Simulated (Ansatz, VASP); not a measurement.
**TiSi2 in VASP and in Ansatz**

```
Ti Si
1.0
     1.76133   -7.15111    0.00000
     1.76133    7.15111    0.00000
     0.00000    0.00000    3.55414
Ti Si
2 4
Direct
  0.89681 0.10319 0.75000
  0.10319 0.89681 0.25000
  0.55914 0.44086 0.75000
  0.44086 0.55914 0.25000
  0.24983 0.75017 0.75000
  0.75017 0.24983 0.25000
```

Change from the starting cell: volume 14.922 Å^3 an atom, stretch along b over the lengths across it, relative to the relaxed cell 1.0620.

Alike in both runs: task single point; functional PBE; k mesh 12 × 12 × 12; occupations gaussian, width 0.15 eV; no spin polarisation.

|  | VASP | Ansatz |
| --- | --- | --- |
| version | VASP 6.6.1 | Ansatz 0.2.0 |
| potentials or method | VASP PAW PBE potentials, release 64 (Ti_sv, Si), cutoff 520 eV | scalar-relativistic, plane waves, PAW |
| valence electrons in the cell | 40 | 40 |

Ansatz gave:

| Item | Value |
| --- | --- |
| gap on the k mesh at the Fermi level (eV) | none |
| pressure (GPa) | -3.5 |
| traceless stress, the component that is largest in VASP (GPa) | -6.59 |
| rms of the force components (eV/Å) | 0.203 |

**Question.** Estimate VASP's values.

**Answer.** gap on the k mesh at the Fermi level (eV): none; pressure (GPa): -3.5; traceless stress, the component that is largest in VASP (GPa): -6.60; rms of the force components (eV/Å): 0.205.

Atom by atom the forces differ by 0.003 eV/Å (rms over components). A gap of «none» marks a metal or a gap that the smearing closes.
